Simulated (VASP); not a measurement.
TiAl, 2 atoms in the cell. The structure is hexagonal, space group P-6m2 (No. 187). Conventional cell: a = 2.867 Å, b = 2.867 Å, c = 4.678 Å, α = 90.00°, β = 90.00°, γ = 120.00°. Ti (site symmetry -6m2) has 6 Al at 2.87 Å and 6 Ti at 2.87 Å within 3.8 Å. Within 3.8 Å of Al (site symmetry -6m2) lie 6 Ti at 2.87 Å and 6 Al at 2.87 Å. 

- Program: VASP 6.6.1
- Task: single point
- Functional: PBEsol
- Potentials or basis: VASP PAW PBE potentials, release 64 (Ti_sv, Al)
- Cutoff: 520 eV
- k mesh: 9 × 9 × 5
- Occupations: gaussian, width 0.02 eV
- Spin: no spin polarisation
- Dipole correction: no
- Further INCAR settings: ALGO = Normal; EDIFF = 1e-06; NBANDS = 14

Potentials or basis: VASP PAW PBE potentials, release 64 (Ti_sv, Al).

Launch:

```bash
$ cat potpaw_PBE.64/Ti_sv/POTCAR potpaw_PBE.64/Al/POTCAR > POTCAR
$ mpirun -np 1 vasp_std > vasp.out
```

Hardware: 1 thread of Intel(R) Xeon(R) Platinum 8375C CPU @ 2.90GHz (Ice Lake), with other jobs on the host.

Q: Estimate the wall time of this run.

A: Run time: 12 s on 1 thread of Intel(R) Xeon(R) Platinum 8375C CPU @ 2.90GHz (Ice Lake), with other jobs on the host, peak memory 0.16 GiB. Counts: scf iterations 14, k points 36.
